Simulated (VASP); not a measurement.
# Yb2CrH6 in VASP: single point with r2SCAN+U

Aim: the single point of Yb2CrH6 with r2SCAN+U.

All numbers are computed with VASP 6.6.1; they aren't measurements. Logs are shortened: lines on timing, memory, paths and dates and some standing lists are left out, and cuts for length are marked.

## (1) The cell of the first run

The typed cell holds 9 atoms: a = 5.067 Å, b = 5.067 Å, c = 3.774 Å, α = 90.00°, β = 90.00°, γ = 120.00°.

## (2) Single point, r2SCAN+U

Input file POSCAR:

```
Yb2CrH6
1.0
    5.0674251100      0.0000000000      0.0000000000
   -2.5337125600      4.3885218600      0.0000000000
    0.0000000000      0.0000000000      3.7736144200
Yb Cr H
2 1 6
Direct
    0.3333000000      0.6667000000      0.2641000000
    0.6667000000      0.3333000000      0.7359000000
    0.0000000000      0.0000000000      0.0000000000
    0.8221000000      0.1779000000      0.2430000000
    0.8221000000      0.6442000000      0.2430000000
    0.3558000000      0.1779000000      0.2430000000
    0.1779000000      0.8221000000      0.7570000000
    0.6442000000      0.8221000000      0.7570000000
    0.1779000000      0.3558000000      0.7570000000
```

Input file INCAR.step1:

```
ALGO = Normal ; EDIFF = 1E-4
ENCUT = 520 ; GGA = PE
ISMEAR = -1 ; LASPH = T
LCHARG = F ; LDAU = T
LDAUJ = 0 0 0 ; LDAUL = 3 2 -1
LDAUTYPE = 2 ; LDAUU = 3.67 4.05 0
LMAXMIX = 6 ; LREAL = F
LWAVE = T ; NBANDS = 43
NELM = 150 ; PREC = Accurate
SIGMA = 0.1
```

Input file INCAR.step2:

```
ALGO = Normal ; EDIFF = 1E-6
ENCUT = 520 ; ISIF = 2
ISMEAR = -1 ; ISTART = 1
LASPH = T ; LCHARG = T
LDAU = T ; LDAUJ = 0 0 0
LDAUL = 3 2 -1 ; LDAUPRINT = 1
LDAUTYPE = 2 ; LDAUU = 3.67 4.05 0
LELF = T ; LMAXMIX = 6
LMIXTAU = T ; LREAL = F
LVHAR = T ; LWAVE = F
METAGGA = R2SCAN ; NBANDS = 43
NELM = 150 ; PREC = Accurate
SIGMA = 0.1
```

Input file KPOINTS:

```
k-points
0
Gamma
  4 4 5
```

Potentials or basis: VASP PAW PBE potentials, release 64 (Yb, Cr_pv, H).

Run with:

```console
cat potpaw_PBE.64/Yb/POTCAR potpaw_PBE.64/Cr_pv/POTCAR potpaw_PBE.64/H/POTCAR > POTCAR
cp INCAR.step1 INCAR
mpirun -np 1 vasp_std > vasp.out
cp INCAR.step2 INCAR
mpirun -np 1 vasp_std > vasp.out
```

OUTCAR:

```text
EDIFF = 1E-6
   ENCUT = 520
   ISIF = 2
   ISMEAR = -1
   ISTART = 1
   LASPH = T
   LREAL = F
   METAGGA = R2SCAN
   NELM = 150
   PREC = Accurate

 ion  position               nearest neighbor table
   1  0.333  0.667  0.264-   7 2.31   8 2.31   9 2.31   3 3.09   3 3.09   3 3.09   2 3.42   2 3.42
                             2 3.43   2 3.54   2 3.54   2 3.54
   2  0.667  0.333  0.736-   4 2.31   6 2.31   5 2.31   3 3.09   3 3.09   3 3.09   1 3.42   1 3.42
                             1 3.43   1 3.54   1 3.54   1 3.54
   3  0.000  0.000  0.000-   6 1.81   8 1.81   7 1.81   4 1.81   5 1.81   9 1.81   1 3.09   2 3.09
                             2 3.09   1 3.09   2 3.09   1 3.09
   4  0.822  0.178  0.243-   3 1.81   2 2.31
   5  0.822  0.644  0.243-   3 1.81   2 2.31
   6  0.356  0.178  0.243-   3 1.81   2 2.31
   7  0.178  0.822  0.757-   3 1.81   1 2.31
   8  0.644  0.822  0.757-   3 1.81   1 2.31
   9  0.178  0.356  0.757-   3 1.81   1 2.31

  LATTYP: Found a hexagonal cell.
 ALAT       =     5.0674251100
 C/A-ratio  =     0.7446808464

  Lattice vectors:

 A1 = (   5.0674251100,   0.0000000000,   0.0000000000)
 A2 = (  -2.5337125600,   4.3885218600,   0.0000000000)
 A3 = (   0.0000000000,   0.0000000000,   3.7736144200)

Analysis of symmetry for initial positions (statically):
=====================================================================
 Subroutine PRICEL returns:
 Original cell was already a primitive cell.

 Routine SETGRP: Setting up the symmetry group for a
 hexagonal supercell.

 Subroutine GETGRP returns: Found  4 space group operations
 (whereof  4 operations were pure point group operations)
 out of a pool of 24 trial point group operations.

The static configuration has the point symmetry C_2h.

Analysis of symmetry for dynamics (positions and initial velocities):
=====================================================================
 Subroutine PRICEL returns:
 Original cell was already a primitive cell.

 Routine SETGRP: Setting up the symmetry group for a
 hexagonal supercell.

 Subroutine GETGRP returns: Found  4 space group operations
 (whereof  4 operations were pure point group operations)
 out of a pool of 24 trial point group operations.

The dynamic configuration has the point symmetry C_2h.

 Subroutine INISYM returns: Found  4 space group operations
 (whereof  4 operations are pure point group operations),
 and found     1 'primitive' translations

----------------------------------------------------------------------------------------

                                     Primitive cell

  volume of cell :      83.9195

  direct lattice vectors                    reciprocal lattice vectors
     5.067425110  0.000000000  0.000000000     0.197338881  0.113933579  0.000000000
    -2.533712560  4.388521860  0.000000000     0.000000000  0.227867157  0.000000000
     0.000000000  0.000000000  3.773614420     0.000000000  0.000000000  0.264997927

  length of vectors
     5.067425110  5.067427696  3.773614420     0.227867273  0.227867157  0.264997927

  position of ions in fractional coordinates (direct lattice)
     0.333300000  0.666700000  0.264100000
     0.666700000  0.333300000  0.735900000
     0.000000000  0.000000000  0.000000000
     0.822100000  0.177900000  0.243000000
     0.822100000  0.644200000  0.243000000
     0.355800000  0.177900000  0.243000000
     0.177900000  0.822100000  0.757000000
[... 45 lines left out ...]
 -0.250000  0.250000  0.000000      2.000000
  0.500000  0.000000  0.000000      2.000000
  0.500000  0.500000  0.000000      1.000000
  0.250000  0.250000  0.000000      2.000000
[... 16 lines left out ...]
  0.500000  0.000000  0.400000      4.000000
  0.500000  0.500000  0.400000      2.000000
 [... further k-points ...]
   k-points           NKPTS =     27   k-points in BZ     NKDIM =     27   number of bands    NBANDS=     43
   number of dos      NEDOS =    301   number of ions     NIONS =      9
   total plane-waves  NPLWV =  44800
   dimension x,y,z NGX =    40 NGY =   40 NGZ =   28
   dimension x,y,z NGXF=    80 NGYF=   80 NGZF=   56
   ions per type =               2   1   6
   NGX,Y,Z   is equivalent  to a cutoff of  13.12, 13.12, 12.34 a.u.
   NGXF,Y,Z  is equivalent  to a cutoff of  26.25, 26.25, 24.67 a.u.
 SYSTEM =  unknown system
   PREC   = accura    normal or accurate (medium, high low for compatibility)
   ISTART =      1    job   : 0-new  1-cont  2-samecut
   ICHARG =      0    charge: 1-file 2-atom 10-const
   ISPIN  =      1    spin polarized calculation?
   LNONCOLLINEAR =      F non collinear calculations
   LSORBIT =      F    spin-orbit coupling
   LASPH  =      T    aspherical Exc in radial PAW
   ENCUT  =  520.0 eV  38.22 Ry    6.18 a.u.   9.42  9.42  7.02*2*pi/ulx,y,z
   NELM   =    150;   NELMIN=  2; NELMDL=  0     # of ELM steps
   EDIFF  = 0.1E-05   stopping-criterion for ELM
   LREAL  =      F    real-space projection
   EDIFFG = 0.1E-04   stopping-criterion for IOM
   NSW    =      0    number of steps for IOM
[... 5 lines left out ...]
   TEBEG  =    0.0;   TEEND  =   0.0 temperature during run
   PSTRESS=    0.0 pullay stress
   NELECT =      66.0000    total number of electrons
   NUPDOWN=      -1.0000    fix difference up-down
   EMIN   =  10.00;   EMAX   =-10.00  energy-range for DOS
   EFERMI =   0.00;   METHOD = LEGACY
   ISMEAR =    -1;   SIGMA  =   0.10  broadening in eV -4-tet -1-fermi 0-gaus
   EFERMI_NEDOS =   21; number of points for ismear=-14 and -15
   IALGO  =     38    algorithm
   IMIX   =      4    mixing-type and parameters
     AMIX     =   0.40;   BMIX     =  1.00
     AMIX_MAG =   1.60;   BMIX_MAG =  1.00
  volume/ion in A,a.u.               =       9.32        62.92
  Fermi-wavevector in a.u.,A,eV,Ry     =   1.511130  2.855621 31.069084  2.283513
  Thomas-Fermi vector in A             =   2.621228
   LORBIT       =      0    0 simple, 1 ext, 2 COOP (PROOUT), +10 PAW based schemes
 LDA+U is selected, type is set to LDAUTYPE =  2
   angular momentum for each species LDAUL =     3    2   -1
   U (eV)           for each species LDAUU =   3.7  4.0  0.0
   J (eV)           for each species LDAUJ =   0.0  0.0  0.0
   METAGGA = R2SCAN    functional components
   LHFCALC =     F    Hartree Fock is set to
   AEXX    =    0.0000 exact exchange contribution
   IVDW    =     0    specifies the selected vdW correction
   LEPSILON=     F    determine dielectric tensor
   LRPA    =     F    only Hartree local field effects (RPA)
 non-spin polarized calculation
  energy-cutoff  :      520.00
  volume of cell :       83.92
 maximum number of plane-waves:      2288
 NGX is ok and might be reduce to    40
   NGX = 19   NGY = 19   NGZ = 15

atom =   1  type =  1  l = 3

 onsite density matrix

spin component  1
[... 99 lines left out ...]
  o =  0.0499  v = -0.0001 -0.0000  1.0000  0.0000  0.0000  0.0000  0.0000  0.0000  0.0000  0.0000      0.0000  0.0000  0.0000  0.0000  0.0000  0.0000  0.0000  0.0000  0.0000  0.0000
  o =  0.0499  v =  0.0000  0.0000  0.0000  0.0000  0.0000 -0.0001 -0.0000  1.0000  0.0000  0.0000      0.0000  0.0000  0.0000  0.0000  0.0000  0.0000  0.0000  0.0000  0.0000  0.0000
  o =  0.1919  v = -0.6678  0.3176 -0.0000 -0.5535  0.3832  0.0000  0.0000  0.0000  0.0000  0.0000      0.0000  0.0000  0.0000  0.0000  0.0000  0.0000  0.0000  0.0000  0.0000  0.0000
  o =  0.1919  v =  0.0000  0.0000  0.0000  0.0000  0.0000 -0.6678  0.3176 -0.0000 -0.5535  0.3832      0.0000  0.0000  0.0000  0.0000  0.0000  0.0000  0.0000  0.0000  0.0000  0.0000
  o =  0.1919  v =  0.3832  0.5534  0.0000  0.3176  0.6678  0.0000  0.0000  0.0000  0.0000  0.0000      0.0000  0.0000  0.0000  0.0000  0.0000  0.0000  0.0000  0.0000  0.0000  0.0000
  o =  0.1919  v =  0.0000  0.0000  0.0000  0.0000  0.0000  0.3832  0.5534  0.0000  0.3176  0.6678      0.0000  0.0000  0.0000  0.0000  0.0000  0.0000  0.0000  0.0000  0.0000  0.0000
  o =  0.8294  v =  0.0000  0.0000  0.0000  0.0000  0.0000  0.3325 -0.6572  0.0000 -0.4012  0.5446      0.0000  0.0000  0.0000  0.0000  0.0000  0.0000  0.0000  0.0000  0.0000  0.0000
  o =  0.8294  v =  0.3325 -0.6572  0.0000 -0.4012  0.5446  0.0000  0.0000  0.0000  0.0000  0.0000      0.0000  0.0000  0.0000  0.0000  0.0000  0.0000  0.0000  0.0000  0.0000  0.0000
  o =  0.8294  v = -0.5447 -0.4012 -0.0001  0.6571  0.3325  0.0000  0.0000  0.0000  0.0000  0.0000      0.0000  0.0000  0.0000  0.0000  0.0000  0.0000  0.0000  0.0000  0.0000  0.0000
  o =  0.8294  v =  0.0000  0.0000  0.0000  0.0000  0.0000 -0.5447 -0.4012 -0.0001  0.6571  0.3325      0.0000  0.0000  0.0000  0.0000  0.0000  0.0000  0.0000  0.0000  0.0000  0.0000

 number of electron      66.0000018 magnetization

 Free energy of the ion-electron system (eV)
  ---------------------------------------------------
  ext. energy  EPLUGINS =         0.00000000
  ---------------------------------------------------
  free energy    TOTEN  =      -105.92570786 eV

  energy without entropy =     -105.87601536  energy(sigma->0) =     -105.90086161

 E-fermi :   3.6123     XC(G=0): -11.6927

 val. band max:        3.3377607737   @ k =  -0.2500   0.5000   0.0000
 cond. band min:       3.7535702951   @ k =  -0.2500   0.5000   0.0000
 fundamental gap:      0.4158095214
 Fermi energy:         3.6122870036

 k-point     1 :       0.0000    0.0000    0.0000
  band No.  band energies     occupation
      1     -48.7118      2.00000
      2     -48.6679      2.00000
      3     -41.5341      2.00000
      4     -41.0069      2.00000
      5     -41.0069      2.00000
      6     -20.7745      2.00000
[... 1093 lines left out ...]
     42       9.7111      0.00000
     43      10.1133      0.00000

 [... further k-points ...]

------------------------ aborting loop because EDIFF is reached ----------------------------------------

  FORCE on cell =-STRESS in cart. coord.  units (eV):
  Direction    XX          YY          ZZ          XY          YZ          ZX
  --------------------------------------------------------------------------------------
  -------------------------------------------------------------------------------------
  Total       -0.7291525     -0.7281346      0.8119963      0.0008823     -0.0003860      0.0006696
  in kB      -13.9208517    -13.9014194     15.5024915      0.0168453     -0.0073696      0.0127847
  external PRESSURE =      -4.1065932 kB  Pullay stress =       0.0000000 kB

 VOLUME and BASIS-vectors are now :
 -----------------------------------------------------------------------------
  energy-cutoff  :      520.00
  volume of cell :       83.92
      direct lattice vectors                 reciprocal lattice vectors
     5.067425110  0.000000000  0.000000000     0.197338881  0.113933579  0.000000000
    -2.533712560  4.388521860  0.000000000     0.000000000  0.227867157  0.000000000
     0.000000000  0.000000000  3.773614420     0.000000000  0.000000000  0.264997927

 POSITION                                       TOTAL-FORCE (eV/Angst)
 -----------------------------------------------------------------------------------
     -0.00025      2.92583      0.99661         0.001609     -0.000929     -0.094608
      2.53397      1.46269      2.77700        -0.001609      0.000929      0.094608
      0.00000      0.00000      0.00000        -0.000000      0.000000      0.000000
      3.71518      0.78072      0.91699         0.018451     -0.010653     -0.286826
      2.53371      2.82709      0.91699         0.000227      0.021111     -0.286784
      1.35224      0.78072      0.91699        -0.018169     -0.010752     -0.286784
     -1.18147      3.60780      2.85663        -0.018451      0.010653      0.286826
      1.18147      3.60780      2.85663         0.018169      0.010752      0.286784
     -0.00000      1.56144      2.85663        -0.000227     -0.021111      0.286784
 -----------------------------------------------------------------------------------
    total drift:                               -0.000000     -0.000000      0.000000

  FREE ENERGIE OF THE ION-ELECTRON SYSTEM (eV)
  ---------------------------------------------------
  free  energy   TOTEN  =      -105.9257078641 eV

  energy  without entropy=     -105.8760153615  energy(sigma->0) =     -105.90086161
```

Run time: 17 min. Hardware: 1 thread of AMD EPYC 7R43 (Zen 3), shared host; peak memory 0.24 GiB.

What came out:

* Free energy: -105.9257 eV
* Pressure: -0.4 GPa
* Largest force: 0.288 eV/Å
* Band gap on the k mesh: 0.42 eV

Forces in eV/Å, atoms in the order of the input:
```
Yb   0.002 -0.001 -0.095
Yb  -0.002  0.001  0.095
Cr   0.000  0.000  0.000
H    0.018 -0.011 -0.287
H    0.000  0.021 -0.287
H   -0.018 -0.011 -0.287
H   -0.018  0.011  0.287
H    0.018  0.011  0.287
H    0.000 -0.021  0.287
```

Levels at points of the mesh, in eV from the valence-band top:
| k point | band 30 | band 31 | band 32 | band 33 | band 34 | band 35 | band 36 | band 37 |
| --- | --- | --- | --- | --- | --- | --- | --- | --- |
| (0.00, 0.00, 0.00) | -0.35 | -0.34 | -0.34 | -0.30 | 0.43 | 2.54 | 2.86 | 2.86 |
| (0.50, 0.00, 0.00) | -0.33 | -0.32 | -0.23 | -0.02 | 0.47 | 1.84 | 2.55 | 3.13 |
| (0.50, 0.50, 0.00) | -0.33 | -0.32 | -0.23 | -0.02 | 0.47 | 1.84 | 2.55 | 3.13 |

Eigenvalues of the final occupation matrices:
| site | spin | trace | eigenvalues |
| --- | --- | --- | --- |
| site 1 f | 1 | 6.88 | 0.97 0.98 0.98 0.98 0.99 0.99 0.99 |
| site 1 f | 2 | 6.88 | 0.97 0.98 0.98 0.98 0.99 0.99 0.99 |
| site 2 f | 1 | 6.88 | 0.97 0.98 0.98 0.98 0.99 0.99 0.99 |
| site 2 f | 2 | 6.88 | 0.97 0.98 0.98 0.98 0.99 0.99 0.99 |
| site 3 d | 1 | 2.09 | 0.05 0.19 0.19 0.83 0.83 |
| site 3 d | 2 | 2.09 | 0.05 0.19 0.19 0.83 0.83 |

Caveat: the PAW data sets were made with another functional, which shifts forces and pressure a little; spin-orbit coupling is left out, which moves the levels of the heavy elements.
